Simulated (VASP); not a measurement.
A run of VASP 6.6.1 is set up as follows.

The input INCAR:

```
SYSTEM = SrHfBr6
  PREC = Accurate
  ENCUT = 520
  EDIFF = 1E-7
  ISMEAR = -1
  SIGMA = 0.05
  LREAL = .FALSE.
  LASPH = .TRUE.
  NELM = 100
  ALGO = Normal
  ISIF = 2
  LWAVE = .FALSE.
  LCHARG = .TRUE.
  GGA = PS
  LELF = .TRUE.
  LVHAR = .TRUE.
  NBANDS = 41
```

File KPOINTS:

```
regular mesh
0
G
  4 4 4
  0 0 0
```

The input POSCAR:

```
SrHfBr6
1.0
    6.8702376366      0.0917505870     -0.0812525968
    3.3619078584      6.0230782113      0.1170033244
    0.0014811309      3.8186831174      6.4548957588
Sr Hf Br
1 1 6
Direct
   -0.0016270770      0.0051599334      0.0046098453
    0.4982457827      0.0051922093      0.5045395485
    0.7145704553      0.8386774061      0.2710605721
    0.2815791132      0.1721879497      0.7376731690
    0.5477140666      0.5555095346      0.7370325182
    0.4489944038      0.4547604192      0.2719047109
    0.0952757444      0.1899240946      0.2712055456
    0.9010289852      0.8202749960      0.7382703456
```

Potentials or basis: VASP PAW PBE potentials, release 64 (Sr_sv, Hf_pv, Br).

The run is started by

```bash
$ cat potpaw_PBE.64/Sr_sv/POTCAR potpaw_PBE.64/Hf_pv/POTCAR potpaw_PBE.64/Br/POTCAR > POTCAR
$ mpirun -np 1 vasp_std > vasp.out
```

Predict the band gap on the k mesh.

3.13 eV (least direct gap 3.19 eV).

Predict the pressure.

-0.1 GPa.

What does it give for the largest force?

0.057 eV/Å.

Forces on the atoms (eV/Å):
```
Sr   0.000  0.000  0.000
Hf  -0.001  0.001  0.000
Br  -0.027  0.031  0.036
Br   0.027 -0.032 -0.034
Br   0.015  0.041 -0.032
Br  -0.016 -0.041  0.033
Br   0.046  0.005  0.033
Br  -0.044 -0.006 -0.035
```

Caveat: the PAW data sets were made with another functional, which shifts forces and pressure a little; spin-orbit coupling is left out, which moves the levels of the heavy elements. A k mesh can miss the band edges.
